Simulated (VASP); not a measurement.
**Ti: single point with PBEsol**

The system is Ti.

```
Ti
1.0
     4.46070    0.00000    0.00000
    -2.23035    3.86308    0.00000
     0.00000    0.00000    3.06690
Ti
3
Direct
  0.00000 0.00000 0.00000
  0.33333 0.66667 0.50000
  0.66667 0.33333 0.50000
```

```
Program                : VASP 6.6.1
Task                   : single point
Functional             : PBEsol
Potentials or basis    : VASP PAW PBE potentials, release 64 (Ti_sv)
Cutoff                 : 520 eV
k mesh                 : 12 × 12 × 14
Occupations            : gaussian, width 0.15 eV
Spin                   : no spin polarisation
Dipole correction      : no
Further INCAR settings : ALGO = Fast; EDIFF = 1e-06; NBANDS = 25
```

```yaml
Pressure: -8.0 GPa
Band_gap_on_the_k_mesh: zero (band 18 reaches 8.36 eV, above the bottom of band 19 at 7.80 eV)
```

Stress tensor (GPa, compression positive):
```
 -2.84   0.00   0.00
  0.00  -2.84   0.00
  0.00   0.00 -18.40
```

Levels at points of the mesh, in eV from the Fermi level:
| k point | band 16 | band 17 | band 18 | band 19 | band 20 | band 21 |
| --- | --- | --- | --- | --- | --- | --- |
| (0.00, 0.00, 0.00) | -0.59 | -0.47 | -0.47 | 0.51 | 1.16 | 1.20 |
| (0.50, 0.00, 0.00) | -0.43 | -0.19 | -0.16 | 0.22 | 0.26 | 0.93 |
| (0.00, 0.00, 0.50) | -2.01 | -1.60 | -1.60 | 1.07 | 1.07 | 1.36 |
| (0.50, 0.00, 0.50) | -1.14 | -1.07 | -0.81 | 0.41 | 0.62 | 0.62 |

It took 4.9 min on 1 thread of Intel(R) Xeon(R) 6975P-C (Granite Rapids), with other jobs on the host, peak memory 0.28 GiB.

Caveat: the PAW data sets were made with another functional, which shifts forces and pressure a little.
